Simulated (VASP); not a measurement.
Set up this calculation in VASP 6.6.1, as the native input.

```yaml
Task: electric field gradients
Functional: PBEsol
Potentials_or_basis: VASP PAW PBE potentials, release 64 (Ta_pv, N)
Cutoff: 520 eV
k_mesh: 9 × 9 × 5
Occupations: fermi-dirac, width 0.01 eV
Spin: no spin polarisation
Dipole_correction: no
Further_INCAR_settings: ALGO = Normal; EDIFF = 1e-08; NBANDS = 24
```

The structure of TaN lies in POSCAR:

```
TaN
1.0
    3.0087798064      0.0000000000      0.0000000000
   -1.5043899033      2.6056797468      0.0000000000
    0.0000000000      0.0000000000      4.8732350589
Ta N
2 2
Direct
    0.3333333333      0.6666666667      0.0000000000
    0.6666666667      0.3333333333      0.5000000000
    0.3333333333      0.6666666667      0.3850000000
    0.6666666667      0.3333333333      0.8850000000
```

This cell differs from its parent crystal: volume scaled by 0.96.

These files were run (other wordings do the same):

INCAR

```
SYSTEM = TaN
ALGO     = Normal         ! electronic algorithm
EDIFF    = 1E-8           ! SCF threshold, eV
ENCUT    = 520            ! plane-wave cutoff, eV
GGA      = PS             ! functional
ISIF     = 2              ! what is computed and relaxed
ISMEAR   = -1             ! smearing method
LASPH    = .TRUE.         ! aspherical terms in the spheres
LCHARG   = .FALSE.        ! write CHGCAR
LEFG     = .TRUE.       
LREAL    = .FALSE.        ! projectors in reciprocal space
LWAVE    = .FALSE.        ! write WAVECAR
NBANDS   = 24             ! bands
NELM     = 60             ! most SCF steps
PREC     = Accurate       ! precision mode
SIGMA    = 0.01           ! smearing width, eV
```

KPOINTS

```
k-points
0
G
  9 9 5
  0 0 0
```

Potentials or basis: VASP PAW PBE potentials, release 64 (Ta_pv, N).

Launch:

```sh
$ cat potpaw_PBE.64/Ta_pv/POTCAR potpaw_PBE.64/N/POTCAR > POTCAR
$ mpirun -np 1 vasp_std > vasp.out
```

Results of the run:

* Pressure: 161.1 GPa
* Largest force: 2.397 eV/Å
* Band gap on the k mesh: zero (band 16 reaches 10.61 eV, above the bottom of band 17 at 8.31 eV)

Caveat: without QUAD_EFG the Cq values of the log hold for a quadrupole moment of 1 mb, not for the nuclei; the PAW data sets were made with another functional, which shifts forces and pressure a little; spin-orbit coupling is left out, which moves the levels of the heavy elements.

Wall time 20 s on 1 thread of AMD EPYC 9R45 96-Core Processor (Zen 5) (shared host), peak memory 0.14 GiB.
